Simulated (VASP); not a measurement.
# InAg2 (Fm-3m) in VASP: notebook

Runs on InAg2. Level: PBE. Tasks: single point, relaxation of cell and atoms.

Everything below comes from runs of VASP 6.6.1. Logs are shortened: lines on timing, memory, paths and dates and some standing lists are left out, and cuts for length are marked.

## Step 1: The cell of the first run

It takes space group Fm-3m (No. 225, cubic). The conventional cell has a = 6.546 Å, b = 6.546 Å, c = 6.546 Å, α = 90.00°, β = 90.00°, γ = 90.00°. Within 3.7 Å of In (site symmetry m-3m) lie 8 Ag at 2.83 Å. Ag (site symmetry -43m) has 4 In at 2.83 Å and 6 Ag at 3.27 Å within 3.7 Å.

## Step 2: Single point, PBE

INCAR reads:

```
PREC     = Accurate       # precision mode
ENCUT    = 520            # plane-wave cutoff, eV
EDIFF    = 1E-6           # SCF threshold, eV
ISMEAR   = 0              # smearing method
SIGMA    = 0.1            # smearing width, eV
LREAL    = F              # projectors in reciprocal space
LASPH    = T              # aspherical terms in the spheres
NELM     = 60             # most SCF steps
ALGO     = Fast           # electronic algorithm
ISIF     = 2              # what is computed and relaxed
LWAVE    = F              # write WAVECAR
LCHARG   = F              # write CHGCAR
GGA      = PE             # functional
NBANDS   = 24             # bands
```

KPOINTS reads:

```
Automatic mesh
0
Gamma
  6 6 6
```

POSCAR reads:

```
InAg2
1.0
    0.0000000000      3.2730364609      3.2730364609
    3.2730364609      0.0000000000      3.2730364609
    3.2730364609      3.2730364609      0.0000000000
In Ag
1 2
Direct
    0.0000000000      0.0000000000      0.0000000000
    0.2500000000      0.2500000000      0.2500000000
    0.7500000000      0.7500000000      0.7500000000
```

Potentials or basis: VASP PAW PBE potentials, release 64 (In_d, Ag).

Command:

```bash
cat potpaw_PBE.64/In_d/POTCAR potpaw_PBE.64/Ag/POTCAR > POTCAR
mpirun -np 1 vasp_std > vasp.out
```

OUTCAR:

```text
PREC = Accurate
   ENCUT = 520
   EDIFF = 1E-6
   ISMEAR = 0
   LREAL = F
   LASPH = T
   NELM = 60
   ISIF = 2
   GGA = PE

 ion  position               nearest neighbor table
   1  0.000  0.000  0.000-   3 2.83   3 2.83   3 2.83   2 2.83   3 2.83   2 2.83   2 2.83   2 2.83

   2  0.250  0.250  0.250-   1 2.83   1 2.83   1 2.83   1 2.83   3 3.27   3 3.27   3 3.27   3 3.27
                             3 3.27   3 3.27
   3  0.750  0.750  0.750-   1 2.83   1 2.83   1 2.83   1 2.83   2 3.27   2 3.27   2 3.27   2 3.27
                             2 3.27   2 3.27

  LATTYP: Found a face centered cubic cell.
 ALAT       =     6.5460729218

  Lattice vectors:

 A1 = (   0.0000000000,   3.2730364609,   3.2730364609)
 A2 = (   3.2730364609,   0.0000000000,   3.2730364609)
 A3 = (   3.2730364609,   3.2730364609,   0.0000000000)

Analysis of symmetry for initial positions (statically):
=====================================================================
 Subroutine PRICEL returns:
 Original cell was already a primitive cell.

 Routine SETGRP: Setting up the symmetry group for a
 face centered cubic supercell.

 Subroutine GETGRP returns: Found 48 space group operations
 (whereof 48 operations were pure point group operations)
 out of a pool of 48 trial point group operations.

The static configuration has the point symmetry O_h .

Analysis of symmetry for dynamics (positions and initial velocities):
=====================================================================
 Subroutine PRICEL returns:
 Original cell was already a primitive cell.

 Routine SETGRP: Setting up the symmetry group for a
 face centered cubic supercell.

 Subroutine GETGRP returns: Found 48 space group operations
 (whereof 48 operations were pure point group operations)
 out of a pool of 48 trial point group operations.

The dynamic configuration has the point symmetry O_h .

 Subroutine INISYM returns: Found 48 space group operations
 (whereof 48 operations are pure point group operations),
 and found     1 'primitive' translations

----------------------------------------------------------------------------------------

                                     Primitive cell

  volume of cell :      70.1266

  direct lattice vectors                    reciprocal lattice vectors
     0.000000000  3.273036461  3.273036461    -0.152763346  0.152763346  0.152763346
     3.273036461  0.000000000  3.273036461     0.152763346 -0.152763346  0.152763346
     3.273036461  3.273036461  0.000000000     0.152763346  0.152763346 -0.152763346

  length of vectors
     4.628772553  4.628772553  4.628772553     0.264593876  0.264593876  0.264593876

  position of ions in fractional coordinates (direct lattice)
     0.000000000  0.000000000  0.000000000
     0.250000000  0.250000000  0.250000000
     0.750000000  0.750000000  0.750000000

  ion indices of the primitive-cell ions
   primitive index   ion index
                 1           1
                 2           2
                 3           3

----------------------------------------------------------------------------------------

 KPOINTS: Automatic mesh

Automatic generation of k-mesh.
 Grid dimensions read from file:
 generate k-points for:    6    6    6

 Generating k-lattice:

  Cartesian coordinates                     Fractional coordinates (reciprocal lattice)
    -0.025460558  0.025460558  0.025460558     0.166666667  0.000000000  0.000000000
     0.025460558 -0.025460558  0.025460558     0.000000000  0.166666667  0.000000000
     0.025460558  0.025460558 -0.025460558     0.000000000  0.000000000  0.166666667

  Length of vectors
     0.044098979  0.044098979  0.044098979

  Shift w.r.t. Gamma in fractional coordinates (k-lattice)
     0.000000000  0.000000000  0.000000000

 Subroutine IBZKPT returns following result:
 ===========================================

 Found     16 irreducible k-points:

 Following reciprocal coordinates:
            Coordinates               Weight
  0.000000  0.000000  0.000000      1.000000
  0.166667  0.000000  0.000000      8.000000
  0.333333  0.000000  0.000000      8.000000
  0.500000  0.000000  0.000000      4.000000
  0.166667  0.166667  0.000000      6.000000
  0.333333  0.166667  0.000000     24.000000
[... 8 lines left out ...]
 -0.333333  0.333333  0.166667     24.000000
 -0.333333  0.500000  0.166667     12.000000
   k-points           NKPTS =     16   k-points in BZ     NKDIM =     16   number of bands    NBANDS=     24
   number of dos      NEDOS =    301   number of ions     NIONS =      3
   total plane-waves  NPLWV =  46656
   dimension x,y,z NGX =    36 NGY =   36 NGZ =   36
   dimension x,y,z NGXF=    72 NGYF=   72 NGZF=   72
   ions per type =               1   2
   NGX,Y,Z   is equivalent  to a cutoff of  12.93, 12.93, 12.93 a.u.
   NGXF,Y,Z  is equivalent  to a cutoff of  25.86, 25.86, 25.86 a.u.
 SYSTEM =  unknown system
   PREC   = accura    normal or accurate (medium, high low for compatibility)
   ISTART =      0    job   : 0-new  1-cont  2-samecut
   ICHARG =      2    charge: 1-file 2-atom 10-const
   ISPIN  =      1    spin polarized calculation?
   LNONCOLLINEAR =      F non collinear calculations
   LSORBIT =      F    spin-orbit coupling
   LASPH  =      T    aspherical Exc in radial PAW
   ENCUT  =  520.0 eV  38.22 Ry    6.18 a.u.   8.61  8.61  8.61*2*pi/ulx,y,z
   NELM   =     60;   NELMIN=  2; NELMDL= -5     # of ELM steps
   EDIFF  = 0.1E-05   stopping-criterion for ELM
   LREAL  =      F    real-space projection
   EDIFFG = 0.1E-04   stopping-criterion for IOM
   NSW    =      0    number of steps for IOM
   IBRION =     -1    ionic relax: 0-MD 1-quasi-New 2-CG
   NFREE  =      0    steps in history (QN), initial steepest desc. (CG)
   ISIF   =      2    stress and relaxation
   ISYM   =      2    0-nonsym 1-usesym 2-fastsym
   POTIM  = 0.5000    time-step for ionic-motion
   TEBEG  =    0.0;   TEEND  =   0.0 temperature during run
   PSTRESS=    0.0 pullay stress
   NELECT =      35.0000    total number of electrons
   NUPDOWN=      -1.0000    fix difference up-down
   EMIN   =  10.00;   EMAX   =-10.00  energy-range for DOS
   EFERMI =   0.00;   METHOD = LEGACY
   ISMEAR =     0;   SIGMA  =   0.10  broadening in eV -4-tet -1-fermi 0-gaus
   EFERMI_NEDOS =   21; number of points for ismear=-14 and -15
   IALGO  =     68    algorithm
   IMIX   =      4    mixing-type and parameters
     AMIX     =   0.40;   BMIX     =  1.00
     AMIX_MAG =   1.60;   BMIX_MAG =  1.00
  volume/ion in A,a.u.               =      23.38       157.75
  Fermi-wavevector in a.u.,A,eV,Ry     =   1.298584  2.453968 22.943777  1.686320
  Thomas-Fermi vector in A             =   2.429903
   LORBIT       =      0    0 simple, 1 ext, 2 COOP (PROOUT), +10 PAW based schemes
   GGA     = PE    functional components
   LHFCALC =     F    Hartree Fock is set to
   AEXX    =    0.0000 exact exchange contribution
   IVDW    =     0    specifies the selected vdW correction
   LEPSILON=     F    determine dielectric tensor
   LRPA    =     F    only Hartree local field effects (RPA)
 non-spin polarized calculation
 RMM-DIIS sequential band-by-band and
 Gauss-broadening in eV      SIGMA  =   0.10
  energy-cutoff  :      520.00
  volume of cell :       70.13
 maximum number of plane-waves:      1917
 NGX is ok and might be reduce to    36
   NGX = 17   NGY = 17   NGZ = 17

 number of electron      34.9999999 magnetization

 Free energy of the ion-electron system (eV)
  ---------------------------------------------------
  ext. energy  EPLUGINS =         0.00000000
  ---------------------------------------------------
  free energy    TOTEN  =        -7.53568813 eV

  energy without entropy =       -7.52815387  energy(sigma->0) =       -7.53192100

 E-fermi :   6.3965     XC(G=0): -10.4044

 val. band max:        6.3404319077   @ k =  -0.3333   0.3333   0.1667
 cond. band min:       6.5124452698   @ k =   0.5000   0.3333   0.0000
 fundamental gap:      0.1720133620
 Fermi energy:         6.3964527108

 k-point     1 :       0.0000    0.0000    0.0000
  band No.  band energies     occupation
      1      -8.3201      2.00000
      2      -8.3201      2.00000
      3      -8.3201      2.00000
      4      -8.2483      2.00000
      5      -8.2483      2.00000
      6      -1.8173      2.00000
[... 16 lines left out ...]
     23      10.5989      0.00000
     24      11.8760      0.00000

 k-point     2 :       0.1667    0.0000    0.0000
  band No.  band energies     occupation
      1      -8.3221      2.00000
      2      -8.3188      2.00000
      3      -8.3188      2.00000
      4      -8.2461      2.00000
      5      -8.2461      2.00000
      6      -1.5596      2.00000
[... 16 lines left out ...]
     23      12.3949      0.00000
     24      13.2411      0.00000

 k-point     3 :       0.3333    0.0000    0.0000
  band No.  band energies     occupation
      1      -8.3265      2.00000
      2      -8.3165      2.00000
      3      -8.3165      2.00000
      4      -8.2416      2.00000
      5      -8.2416      2.00000
      6      -0.9403      2.00000
[... 16 lines left out ...]
     23      12.7162      0.00000
     24      14.5703      0.00000

 k-point     4 :       0.5000    0.0000    0.0000
  band No.  band energies     occupation
      1      -8.3289      2.00000
      2      -8.3155      2.00000
      3      -8.3155      2.00000
      4      -8.2393      2.00000
      5      -8.2393      2.00000
      6      -0.5711      2.00000
[... 16 lines left out ...]
     23      12.4591      0.00000
     24      16.9251      0.00000

 k-point     5 :       0.1667    0.1667    0.0000
  band No.  band energies     occupation
      1      -8.3260      2.00000
      2      -8.3167      2.00000
      3      -8.3167      2.00000
      4      -8.2491      2.00000
      5      -8.2420      2.00000
      6      -1.4776      2.00000
[... 235 lines left out ...]
 k-point    14 :       0.5000    0.3333    0.1667
  band No.  band energies     occupation
      1      -8.3310      2.00000
      2      -8.3167      2.00000
      3      -8.3107      2.00000
      4      -8.2462      2.00000
      5      -8.2328      2.00000
      6      -0.5695      2.00000
[... 16 lines left out ...]
     23      15.1911      0.00000
     24      15.8803      0.00000

 k-point    15 :      -0.3333    0.3333    0.1667
  band No.  band energies     occupation
      1      -8.3262      2.00000
      2      -8.3233      2.00000
      3      -8.3090      2.00000
      4      -8.2439      2.00000
      5      -8.2325      2.00000
      6      -0.3617      2.00000
[... 16 lines left out ...]
     23      13.9730      0.00000
     24      15.4966      0.00000

 k-point    16 :      -0.3333    0.5000    0.1667
  band No.  band energies     occupation
      1      -8.3354      2.00000
      2      -8.3163      2.00000
      3      -8.3063      2.00000
      4      -8.2478      2.00000
      5      -8.2278      2.00000
      6      -0.3013      2.00000
[... 16 lines left out ...]
     23      14.4979      0.00000
     24      18.1125      0.00000

------------------------ aborting loop because EDIFF is reached ----------------------------------------

  FORCE on cell =-STRESS in cart. coord.  units (eV):
  Direction    XX          YY          ZZ          XY          YZ          ZX
  --------------------------------------------------------------------------------------
  -------------------------------------------------------------------------------------
  Total       -0.1740241     -0.1740241     -0.1740241      0.0000000     -0.0000000      0.0000000
  in kB       -3.9759174     -3.9759174     -3.9759174      0.0000000     -0.0000000      0.0000000
  external PRESSURE =      -3.9759174 kB  Pullay stress =       0.0000000 kB

 VOLUME and BASIS-vectors are now :
 -----------------------------------------------------------------------------
  energy-cutoff  :      520.00
  volume of cell :       70.13
      direct lattice vectors                 reciprocal lattice vectors
     0.000000000  3.273036461  3.273036461    -0.152763346  0.152763346  0.152763346
     3.273036461  0.000000000  3.273036461     0.152763346 -0.152763346  0.152763346
     3.273036461  3.273036461  0.000000000     0.152763346  0.152763346 -0.152763346

 POSITION                                       TOTAL-FORCE (eV/Angst)
 -----------------------------------------------------------------------------------
      0.00000      0.00000      0.00000         0.000000      0.000000      0.000000
      1.63652      1.63652      1.63652        -0.000000     -0.000000     -0.000000
      4.90955      4.90955      4.90955         0.000000     -0.000000      0.000000
 -----------------------------------------------------------------------------------
    total drift:                                0.000000      0.000000      0.000000

  FREE ENERGIE OF THE ION-ELECTRON SYSTEM (eV)
  ---------------------------------------------------
  free  energy   TOTEN  =        -7.5356881273 eV

  energy  without entropy=       -7.5281538724  energy(sigma->0) =       -7.53192100
```

It took 14 s on 1 thread of Intel Xeon 6975P-C (Granite Rapids), shared host; peak memory 0.2 GiB.

Results:

- Free energy: -7.5357 eV
- Pressure: -0.4 GPa

Levels at points of the mesh, in eV from the Fermi level:
| k point | band 15 | band 16 | band 17 | band 18 | band 19 | band 20 |
| --- | --- | --- | --- | --- | --- | --- |
| (0.00, 0.00, 0.00) | -3.81 | -3.81 | 3.99 | 4.14 | 4.14 | 4.14 |
| (0.50, 0.00, 0.00) | -4.54 | -3.89 | -3.75 | 2.44 | 2.44 | 3.12 |
| (0.50, 0.50, 0.00) | -3.83 | -3.71 | -2.29 | -0.43 | -0.43 | 1.90 |

Caveat: spin-orbit coupling is left out, which moves the levels of the heavy elements.

(Part 1 of 2 ends here.)
